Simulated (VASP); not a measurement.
Wanted: the native input for a VASP 6.6.1 run.

```
Task                   : single point
Functional             : PBEsol
Potentials or basis    : VASP PAW PBE potentials, release 64 (Cu, I)
Cutoff                 : 520 eV
k mesh                 : 4 × 4 × 6
Occupations            : fermi-dirac, width 0.05 eV
Spin                   : no spin polarisation
Dipole correction      : no
Further INCAR settings : ALGO = Normal; EDIFF = 1e-07; NBANDS = 26
```

The structure of CuI lies in POSCAR:

```
CuI
1.0
    3.7580553739     -3.7358269458      0.0000000000
    3.7580553739      3.7358269458      0.0000000000
    0.0000000000      0.0000000000      4.2501402384
Cu I
2 2
Direct
    0.4204388300      0.5795611700      0.7500000000
    0.5795611700      0.4204388300      0.2500000000
    0.7700426800      0.2299573200      0.7500000000
    0.2299573200      0.7700426800      0.2500000000
```

One way to write it, as run:

INCAR

```
SYSTEM = CuI
ALGO     = Normal         ! electronic algorithm
EDIFF    = 1E-7           ! SCF threshold, eV
ENCUT    = 520            ! plane-wave cutoff, eV
GGA      = PS             ! functional
ISIF     = 2              ! what is computed and relaxed
ISMEAR   = -1             ! smearing method
LASPH    = .TRUE.         ! aspherical terms in the spheres
LCHARG   = .FALSE.        ! write CHGCAR
LREAL    = .FALSE.        ! projectors in reciprocal space
LWAVE    = .FALSE.        ! write WAVECAR
NBANDS   = 26             ! bands
NELM     = 100            ! most SCF steps
PREC     = Accurate       ! precision mode
SIGMA    = 0.05           ! smearing width, eV
```

KPOINTS

```
k-points
0
G
  4 4 6
  0 0 0
```

Potentials or basis: VASP PAW PBE potentials, release 64 (Cu, I).

The run is started by

```console
$ cat potpaw_PBE.64/Cu/POTCAR potpaw_PBE.64/I/POTCAR > POTCAR
$ mpirun -np 1 vasp_std > vasp.out
```

It gave:

```json
{"Pressure": "-0.8 GPa", "Largest force": "0.159 eV/Å", "Band gap on the k mesh": "0.90 eV"}
```

Caveat: the PAW data sets were made with another functional, which shifts forces and pressure a little; spin-orbit coupling is left out, which moves the levels of the heavy elements.

It took 2.4 min on 1 thread of Intel Xeon 8259CL (shared host), peak memory 0.27 GiB.
